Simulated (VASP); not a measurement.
# YHSe (P-6m2) in VASP: further runs

YHSe is run at these levels: LDA; tasks: relaxation of cell and atoms.

All numbers are computed with VASP 6.6.1; they aren't measurements. Logs are shortened: lines on timing, memory, paths and dates and some standing lists are left out, and cuts for length are marked.

**1. The cell of the first run**

The structure is hexagonal, space group P-6m2 (No. 187). The conventional cell has a = 3.764 Å, b = 3.764 Å, c = 3.815 Å, α = 90.00°, β = 90.00°, γ = 120.00°. Within 2.9 Å of Y (site symmetry -6m2) lie 3 H at 2.17 Å and 6 Se at 2.89 Å. H (site symmetry -6m2) has 3 Y at 2.17 Å and 6 Se at 2.89 Å within 2.9 Å. Within 3.9 Å of Se (site symmetry -6m2) lie 6 Y at 2.89 Å and 6 H at 2.89 Å and 8 Se at 3.76 to 3.81 Å.

**2. Relaxation of cell and atoms, LDA, target pressure 30 GPa, at which the enthalpy is minimised**

File INCAR:

```
SYSTEM = YHSe
PREC = Accurate
ENCUT = 500
EDIFF = 1E-7
ISMEAR = 0
SIGMA = 0.01
LREAL = .False.
LASPH = .True.
NELM = 120
ALGO = Normal
ISIF = 3
LWAVE = .False.
LCHARG = .False.
GGA = CA
IBRION = 2
NSW = 80
EDIFFG = -0.001
PSTRESS = 300.0
GGA_COMPAT = .False.
NELMIN = 4
```

File KPOINTS:

```
Automatic mesh
0
Gamma
  9 9 8
  0 0 0
```

File POSCAR:

```
YHSe
1.0
    3.7637356356      0.0000000000      0.0000000000
   -1.8818678178      3.2594906736      0.0000000000
    0.0000000000      0.0000000000      3.8146042624
Y H Se
1 1 1
Direct
    0.0000000000      0.0000000000      0.0000000000
    0.3333333333      0.6666666667      0.0000000000
    0.6666666667      0.3333333333      0.5000000000
```

Potentials or basis: VASP PAW LDA potentials, release 64 (Y_sv, H, Se).

Launch:

```sh
$ cat potpaw_LDA.64/Y_sv/POTCAR potpaw_LDA.64/H/POTCAR potpaw_LDA.64/Se/POTCAR > POTCAR
$ mpirun -np 1 vasp_std > vasp.out
```

OUTCAR:

```text
SYSTEM = YHSe
   PREC = Accurate
   ENCUT = 500
   EDIFF = 1E-7
   ISMEAR = 0
   LREAL = .False.
   LASPH = .True.
   NELM = 120
   ISIF = 3
   GGA = CA
   IBRION = 2
   NSW = 80
   EDIFFG = -0.001
   PSTRESS = 300.0
   NELMIN = 4

 ion  position               nearest neighbor table
   1  0.000  0.000  0.000-   2 2.17   2 2.17   2 2.17   3 2.89   3 2.89   3 2.89   3 2.89   3 2.89
                             3 2.89
   2  0.333  0.667  0.000-   1 2.17   1 2.17   1 2.17
   3  0.667  0.333  0.500-   1 2.89   1 2.89   1 2.89   1 2.89   1 2.89   1 2.89

  LATTYP: Found a hexagonal cell.
 ALAT       =     3.7637356356
 C/A-ratio  =     1.0135154622

  Lattice vectors:

 A1 = (   3.7637356356,   0.0000000000,   0.0000000000)
 A2 = (  -1.8818678178,   3.2594906736,   0.0000000000)
 A3 = (   0.0000000000,   0.0000000000,   3.8146042624)

Analysis of symmetry for initial positions (statically):
=====================================================================
 Subroutine PRICEL returns:
 Original cell was already a primitive cell.

 Routine SETGRP: Setting up the symmetry group for a
 hexagonal supercell.

 Subroutine GETGRP returns: Found 12 space group operations
 (whereof 12 operations were pure point group operations)
 out of a pool of 24 trial point group operations.

The static configuration has the point symmetry D_3h.

Analysis of symmetry for dynamics (positions and initial velocities):
=====================================================================
 Subroutine PRICEL returns:
 Original cell was already a primitive cell.

 Routine SETGRP: Setting up the symmetry group for a
 hexagonal supercell.

 Subroutine GETGRP returns: Found 12 space group operations
 (whereof 12 operations were pure point group operations)
 out of a pool of 24 trial point group operations.

The dynamic configuration has the point symmetry D_3h.

 Subroutine INISYM returns: Found 12 space group operations
 (whereof 12 operations are pure point group operations),
 and found     1 'primitive' translations

----------------------------------------------------------------------------------------

                                     Primitive cell

  volume of cell :      46.7970

  direct lattice vectors                    reciprocal lattice vectors
     3.763735636  0.000000000  0.000000000     0.265693475  0.153398199  0.000000000
    -1.881867818  3.259490674  0.000000000     0.000000000  0.306796399  0.000000000
     0.000000000  0.000000000  3.814604262     0.000000000  0.000000000  0.262150391

  length of vectors
     3.763735636  3.763735636  3.814604262     0.306796399  0.306796399  0.262150391

  position of ions in fractional coordinates (direct lattice)
     0.000000000  0.000000000  0.000000000
     0.333333333  0.666666667  0.000000000
     0.666666667  0.333333333  0.500000000

  ion indices of the primitive-cell ions
   primitive index   ion index
                 1           1
                 2           2
                 3           3

----------------------------------------------------------------------------------------

 KPOINTS: Automatic mesh

Automatic generation of k-mesh.
 Grid dimensions read from file:
 generate k-points for:    9    9    8

 Generating k-lattice:

  Cartesian coordinates                     Fractional coordinates (reciprocal lattice)
     0.029521497  0.017044244  0.000000000     0.111111111 -0.000000000  0.000000000
     0.000000000  0.034088489  0.000000000     0.000000000  0.111111111  0.000000000
     0.000000000  0.000000000  0.032768799     0.000000000  0.000000000  0.125000000

  Length of vectors
     0.034088489  0.034088489  0.032768799

  Shift w.r.t. Gamma in fractional coordinates (k-lattice)
     0.000000000  0.000000000  0.000000000

 Subroutine IBZKPT returns following result:
 ===========================================

 Found     60 irreducible k-points:

 Following reciprocal coordinates:
            Coordinates               Weight
  0.000000  0.000000  0.000000      1.000000
  0.111111  0.000000  0.000000      6.000000
[... 36 lines left out ...]
     0.000000000  0.000000000  3.814604262     0.000000000  0.000000000  0.262150391
[... 282 lines left out ...]
  FREE ENERGIE OF THE ION-ELECTRON SYSTEM (eV)
  ---------------------------------------------------
  free  energy   TOTEN  =       -18.6213072338 eV

  energy  without entropy=      -18.6213072338  energy(sigma->0) =      -18.62130723

  enthalpy is  TOTEN    =       -11.4630027265 eV   P V=        7.1583045072

--------------------------------------- Ionic step        9  -------------------------------------------

 number of electron      18.0000000 magnetization

 Free energy of the ion-electron system (eV)
  ---------------------------------------------------
  ext. energy  EPLUGINS =         0.00000000
  ---------------------------------------------------
  free energy    TOTEN  =       -18.62078426 eV

  energy without entropy =      -18.62078426  energy(sigma->0) =      -18.62078426

 E-fermi :   6.4848     XC(G=0): -11.7393

 val. band max:        6.2854977170   @ k =   0.0000   0.0000   0.5000
 cond. band min:       7.5743620613   @ k =   0.0000   0.0000   0.0000
 fundamental gap:      1.2888643443
 Fermi energy:         6.4848387779

 k-point     1 :       0.0000    0.0000    0.0000
  band No.  band energies     occupation
      1     -34.8169      2.00000
      2     -15.0517      2.00000
      3     -14.8444      2.00000
      4     -14.8444      2.00000
      5      -8.2214      2.00000
      6       2.1081      2.00000
      7       4.1832      2.00000
      8       4.1832      2.00000
      9       4.6349      2.00000
     10       7.5744      0.00000
     11      10.9242      0.00000
     12      10.9416      0.00000
     13      10.9416      0.00000

 k-point     2 :       0.1111    0.0000    0.0000
  band No.  band energies     occupation
      1     -34.8072      2.00000
      2     -15.0357      2.00000
      3     -14.9748      2.00000
      4     -14.8655      2.00000
      5      -8.0164      2.00000
      6       1.9369      2.00000
      7       3.7471      2.00000
      8       4.2684      2.00000
      9       4.4210      2.00000
     10       8.5645      0.00000
     11      10.2243      0.00000
[... 339 lines left out ...]
 k-point    24 :       0.3333    0.3333    0.1250
  band No.  band energies     occupation
      1     -34.7182      2.00000
      2     -15.5191      2.00000
      3     -15.4418      2.00000
      4     -14.9643      2.00000
      5      -6.2669      2.00000
      6       0.9765      2.00000
      7       1.5990      2.00000
      8       2.9940      2.00000
      9       4.6014      2.00000
     10       9.1955      0.00000
     11       9.8710      0.00000
     12       9.9590      0.00000
     13      14.3748      0.00000

 [... further k-points ...]

------------------------ aborting loop because EDIFF is reached ----------------------------------------

  FORCE on cell =-STRESS in cart. coord.  units (eV):
  Direction    XX          YY          ZZ          XY          YZ          ZX
  --------------------------------------------------------------------------------------
  -------------------------------------------------------------------------------------
  Total        7.1601502      7.1601502      7.1591307     -0.0000000      0.0000000      0.0000000
  in kB      300.0993056    300.0993056    300.0565763     -0.0000000      0.0000000      0.0000000
  external PRESSURE =       0.0850625 kB  Pullay stress =     300.0000000 kB

 VOLUME and BASIS-vectors are now :
 -----------------------------------------------------------------------------
  energy-cutoff  :      500.00
  volume of cell :       38.23
      direct lattice vectors                 reciprocal lattice vectors
     3.515987872 -0.000000000  0.000000000     0.284415088  0.164207128  0.000000000
    -1.757993936  3.044934816 -0.000000000    -0.000000000  0.328414255  0.000000000
    -0.000000000 -0.000000000  3.570609498    -0.000000000  0.000000000  0.280064230

 POSITION                                       TOTAL-FORCE (eV/Angst)
 -----------------------------------------------------------------------------------
     -0.00000     -0.00000      3.57061         0.000000     -0.000000     -0.000000
     -0.00000      2.02996      3.57061         0.000000      0.000000     -0.000000
      1.75799      1.01498      1.78530        -0.000000     -0.000000      0.000000
 -----------------------------------------------------------------------------------
    total drift:                               -0.000000      0.000000      0.000000

  FREE ENERGIE OF THE ION-ELECTRON SYSTEM (eV)
  ---------------------------------------------------
  free  energy   TOTEN  =       -18.6207842554 eV

  energy  without entropy=      -18.6207842554  energy(sigma->0) =      -18.62078426

  enthalpy is  TOTEN    =       -11.4630034201 eV   P V=        7.1577808353

 reached required accuracy - stopping structural energy minimisation
```

Run time: 87 s. Hardware: 1 thread of Intel Xeon 6975P-C (Granite Rapids), shared host; peak memory 0.2 GiB.

What came out:

- Free energy: -18.6208 eV
- Relaxed volume: 12.74 Å³/atom
- Relaxed cell: a = 3.516 Å, b = 3.516 Å, c = 3.571 Å, α = 90.00°, β = 90.00°, γ = 120.00°
- Space group after relaxing (to 0.1 Å): P-6m2 (No. 187)
- Energy change on relaxing (the run minimises the enthalpy): +225.9 meV/atom
- Ionic steps: 9
- Pressure after relaxing: 30.0 GPa
- Band gap on the k mesh: 1.29 eV (least direct gap 1.54 eV)

Step by step:
| step | energy change (eV) | largest force (eV/Å) | pressure (GPa) | volume (Å³) |
| --- | --- | --- | --- | --- |
| 1 | 0.0000 | 0.0000 | 0.09 | 46.80 |
| 2 | 4.0829 | 0.0000 | 112.78 | 29.71 |
| 3 | 0.5929 | 0.0000 | 27.50 | 38.70 |
| 4 | 0.6587 | 0.0000 | 29.45 | 38.33 |
| 5 | 0.6881 | 0.0000 | 30.32 | 38.17 |
| 6 | 0.6648 | 0.0000 | 29.63 | 38.30 |
| 7 | 0.6748 | 0.0000 | 29.93 | 38.24 |
| 8 | 0.6771 | 0.0000 | 29.99 | 38.23 |
| 9 | 0.6776 | 0.0000 | 30.01 | 38.23 |

Final structure:
```yaml
crystal:
  lattice:
    - [3.51599, 0.00000, 0.00000]
    - [-1.75799, 3.04493, 0.00000]
    - [0.00000, 0.00000, 3.57061]
  atoms:
    - { symbol: Y, position: [0.00000, 0.00000, 0.00000] }
    - { symbol: H, position: [0.33333, 0.66667, 0.00000] }
    - { symbol: Se, position: [0.66667, 0.33333, 0.50000] }
```

Levels at points of the mesh, in eV from the valence-band top:
```tsv
k point	band 6	band 7	band 8	band 9	band 10	band 11	band 12	band 13
(0.00, 0.00, 0.00)	-4.18	-2.10	-2.10	-1.65	1.29	4.64	4.66	4.66
(0.00, 0.00, 0.50)	-7.56	-1.47	-1.47	0.00	1.54	1.54	3.95	3.95
```

Caveat: the cell is relaxed towards a set pressure, so the run minimises the enthalpy, not the energy; the volume moved by over 15 % at a fixed basis, so the end points are rough; an odd mesh through Γ misses points on the zone boundary, where band edges can lie.

**3. Relaxation of cell and atoms, LDA, target pressure 4 GPa, at which the enthalpy is minimised**

File INCAR:

```
SYSTEM = YHSe
  ALGO = Normal
  EDIFF = 1E-7
  EDIFFG = -0.001
  ENCUT = 500
  GGA = CA
  GGA_COMPAT = .FALSE.
  IBRION = 2
  ISIF = 3
  ISMEAR = 0
  LASPH = .TRUE.
  LCHARG = .FALSE.
  LREAL = .FALSE.
  LWAVE = .FALSE.
  NELM = 120
  NELMIN = 4
  NSW = 80
  PREC = Accurate
  PSTRESS = 40.0
  SIGMA = 0.01
```

File KPOINTS:

```
k-points
0
G
  9 9 8
  0 0 0
```

POSCAR is that of step 2.

Potentials or basis: VASP PAW LDA potentials, release 64 (Y_sv, H, Se).

Launch:

```sh
$ cat potpaw_LDA.64/Y_sv/POTCAR potpaw_LDA.64/H/POTCAR potpaw_LDA.64/Se/POTCAR > POTCAR
$ mpirun -np 1 vasp_std > vasp.out
```

Wall time 34 s (1 thread of Intel Xeon 6975P-C (Granite Rapids), shared host); peak memory 0.19 GiB.

It converged, with:

| Property | Result |
| --- | --- |
| Free energy | -19.2772 eV |
| Relaxed volume | 15.03 Å³/atom |
| Relaxed cell | a = 3.717 Å, b = 3.717 Å, c = 3.768 Å, α = 90.00°, β = 90.00°, γ = 120.00° |
| Space group after relaxing (to 0.1 Å) | P-6m2 (No. 187) |
| Energy change on relaxing (the run minimises the enthalpy) | +7.0 meV/atom |
| Ionic steps | 3 |
| Pressure after relaxing | 4.0 GPa |
| Band gap on the k mesh | 1.30 eV (least direct gap 1.67 eV) |

The path:
```
step  energy change (eV)  largest force (eV/Å)  pressure (GPa)  volume (Å³)
   1              0.0000                0.0000            0.09        46.80
   2              0.0472                0.0000            6.17        44.26
   3              0.0211                0.0000            4.00        45.09
```

Final structure:
```
CELL_PARAMETERS angstrom
3.71737 0.00000 0.00000
-1.85868 3.21933 0.00000
0.00000 0.00000 3.76771
ATOMIC_POSITIONS crystal
Y 0.00000 0.00000 0.00000
H 0.33333 0.66667 0.00000
Se 0.66667 0.33333 0.50000
```

Levels at points of the mesh, in eV from the valence-band top:
| k point | band 7 | band 8 | band 9 | band 10 | band 11 | band 12 |
| --- | --- | --- | --- | --- | --- | --- |
| (0.00, 0.00, 0.00) | -1.80 | -1.80 | -1.70 | 1.30 | 4.06 | 4.06 |
| (0.00, 0.00, 0.50) | -1.31 | -1.31 | 0.00 | 1.67 | 1.67 | 3.76 |

Caveat: the cell is relaxed towards a set pressure, so the run minimises the enthalpy, not the energy; an odd mesh through Γ misses points on the zone boundary, where band edges can lie.

**4. Relaxation of cell and atoms, LDA, target pressure 12 GPa, at which the enthalpy is minimised**

File INCAR:

```
PREC = Accurate ; ENCUT = 500
EDIFF = 1E-7 ; ISMEAR = 0
SIGMA = 0.01 ; LREAL = False
LASPH = True ; NELM = 120
ALGO = Normal ; ISIF = 3
LWAVE = False ; LCHARG = False
IBRION = 2 ; NSW = 80
EDIFFG = -0.001 ; PSTRESS = 120.0
GGA_COMPAT = False ; NELMIN = 4
```

File KPOINTS:

```
Automatic mesh
0
Gamma
  9 9 8
```

POSCAR is that of step 3.

Launch:

```sh
$ cat potpaw_LDA.64/Y_sv/POTCAR potpaw_LDA.64/H/POTCAR potpaw_LDA.64/Se/POTCAR > POTCAR
$ mpirun -np 1 vasp_std > vasp.out
```

It took 66 s on 1 thread of Intel Xeon 6975P-C (Granite Rapids), shared host; peak memory 0.2 GiB.

Results (log left out):

```
Free energy                                                : -19.1446 eV
Relaxed volume                                             : 14.12 Å³/atom
Relaxed cell                                               : a = 3.641 Å, b = 3.641 Å, c = 3.690 Å, α = 90.00°, β = 90.00°, γ = 120.00°
Space group after relaxing (to 0.1 Å)                      : P-6m2 (No. 187)
Energy change on relaxing (the run minimises the enthalpy) : +51.3 meV/atom
Ionic steps                                                : 7
Pressure after relaxing                                    : 12.0 GPa
Band gap on the k mesh                                     : 1.30 eV (least direct gap 1.62 eV)
```

The path:
| step | energy change (eV) | largest force (eV/Å) | pressure (GPa) | volume (Å³) |
| --- | --- | --- | --- | --- |
| 1 | 0.0000 | 0.0000 | 0.09 | 46.80 |
| 2 | 0.4844 | 0.0000 | 24.12 | 39.37 |
| 3 | 0.1513 | 0.0000 | 11.89 | 42.40 |
| 4 | 0.1577 | 0.0000 | 12.17 | 42.31 |
| 5 | 0.1513 | 0.0000 | 11.88 | 42.40 |
| 6 | 0.1538 | 0.0000 | 12.00 | 42.36 |
| 7 | 0.1538 | 0.0000 | 12.00 | 42.36 |

Final structure:
```yaml
crystal:
  lattice:
    - [3.64078, 0.00000, 0.00000]
    - [-1.82039, 3.15301, 0.00000]
    - [0.00000, 0.00000, 3.69043]
  atoms:
    - { symbol: Y, position: [0.00000, 0.00000, 0.00000] }
    - { symbol: H, position: [0.33333, 0.66667, 0.00000] }
    - { symbol: Se, position: [0.66667, 0.33333, 0.50000] }
```

Levels at points of the mesh, in eV from the valence-band top:
```csv
k point,band 5,band 6,band 7,band 8,band 9,band 10,band 11,band 12,band 13
"(0.00, 0.00, 0.00)",-14.00,-3.91,-1.92,-1.92,-1.70,1.30,4.27,4.27,4.37
"(0.00, 0.00, 0.50)",-12.62,-7.08,-1.38,-1.38,0.00,1.62,1.62,3.83,3.83
```

Caveat: the cell is relaxed towards a set pressure, so the run minimises the enthalpy, not the energy; an odd mesh through Γ misses points on the zone boundary, where band edges can lie.

**5. Relaxation of cell and atoms, LDA, target pressure 20 GPa, at which the enthalpy is minimised**

File INCAR:

```
  PREC = Accurate
  ENCUT = 500
  EDIFF = 1E-7
  ISMEAR = 0
  SIGMA = 0.01
  LREAL = False
  LASPH = True
  NELM = 120
  ALGO = Normal
  ISIF = 3
  LWAVE = False
  LCHARG = False
  IBRION = 2
  NSW = 80
  EDIFFG = -0.001
  PSTRESS = 200.0
  GGA_COMPAT = False
  NELMIN = 4
```

File KPOINTS:

```
regular mesh
0
Gamma
  9 9 8
```

POSCAR is that of step 4.

Launch:

```sh
$ cat potpaw_LDA.64/Y_sv/POTCAR potpaw_LDA.64/H/POTCAR potpaw_LDA.64/Se/POTCAR > POTCAR
$ mpirun -np 1 vasp_std > vasp.out
```

It took 94 s on 1 thread of Intel Xeon 6975P-C (Granite Rapids), shared host; peak memory 0.2 GiB.

It converged, with:

```yaml
Free_energy: -18.9383 eV
Relaxed_volume: 13.43 Å³/atom
Relaxed_cell: a = 3.579 Å, b = 3.579 Å, c = 3.631 Å, α = 90.00°, β = 90.00°, γ = 120.00°
Space_group_after_relaxing_to_0.1_Å: P-6m2 (No. 187)
Energy_change_on_relaxing_the_run_minimises_the_enthalpy: +120.0 meV/atom
Ionic_steps: 10
Pressure_after_relaxing: 20.0 GPa
Band_gap_on_the_k_mesh: 1.29 eV (least direct gap 1.59 eV)
```

Step by step:
| step | energy change (eV) | largest force (eV/Å) | pressure (GPa) | volume (Å³) |
| --- | --- | --- | --- | --- |
| 1 | 0.0000 | 0.0000 | 0.09 | 46.80 |
| 2 | 1.5323 | 0.0000 | 52.79 | 34.86 |
| 3 | 0.3405 | 0.0000 | 19.33 | 40.44 |
| 4 | 0.3573 | 0.0000 | 19.91 | 40.30 |
| 5 | 0.3728 | 0.0000 | 20.45 | 40.18 |
| 6 | 0.3481 | 0.0000 | 19.59 | 40.37 |
| 7 | 0.3595 | 0.0000 | 19.99 | 40.28 |
| 8 | 0.3598 | 0.0000 | 20.00 | 40.28 |
| 9 | 0.3600 | 0.0000 | 20.01 | 40.28 |
| 10 | 0.3601 | 0.0000 | 20.01 | 40.28 |

Final structure:
```yaml
crystal:
  lattice:
    - [3.57910, 0.00000, 0.00000]
    - [-1.78955, 3.09960, 0.00000]
    - [0.00000, 0.00000, 3.63065]
  atoms:
    - { symbol: Y, position: [0.00000, 0.00000, 0.00000] }
    - { symbol: H, position: [0.33333, 0.66667, 0.00000] }
    - { symbol: Se, position: [0.66667, 0.33333, 0.50000] }
```

Levels at points of the mesh, in eV from the valence-band top:
| k point | band 7 | band 8 | band 9 | band 10 | band 11 | band 12 |
| --- | --- | --- | --- | --- | --- | --- |
| (0.00, 0.00, 0.00) | -2.01 | -2.01 | -1.68 | 1.29 | 4.44 | 4.44 |
| (0.00, 0.00, 0.50) | -1.43 | -1.43 | 0.00 | 1.59 | 1.59 | 3.89 |

Caveat: the cell is relaxed towards a set pressure, so the run minimises the enthalpy, not the energy; an odd mesh through Γ misses points on the zone boundary, where band edges can lie.

**6. The runs side by side**

| cell | gap on the mesh (eV) | pressure (GPa) |
| --- | --- | --- |
| relaxed to 30 GPa | 1.29 | 30.0 |
| relaxed to 4 GPa | 1.30 | 4.0 |
| relaxed to 12 GPa | 1.30 | 12.0 |
| relaxed to 20 GPa | 1.29 | 20.0 |

Alike in all rows: task relaxation of cell and atoms; level LDA; potentials or basis VASP PAW LDA potentials, release 64 (Y_sv, H, Se); no spin polarisation; k mesh 9 × 9 × 8; cutoff (eV) 500; smearing gaussian 0.01 eV.

Caveats: the cell is relaxed towards a set pressure, so the run minimises the enthalpy, not the energy; an odd mesh through Γ misses points on the zone boundary, where band edges can lie; the volume moved by over 15 % at a fixed basis, so the end points are rough (at least some runs).

Absolute energies hang on the potentials; compare differences alone.
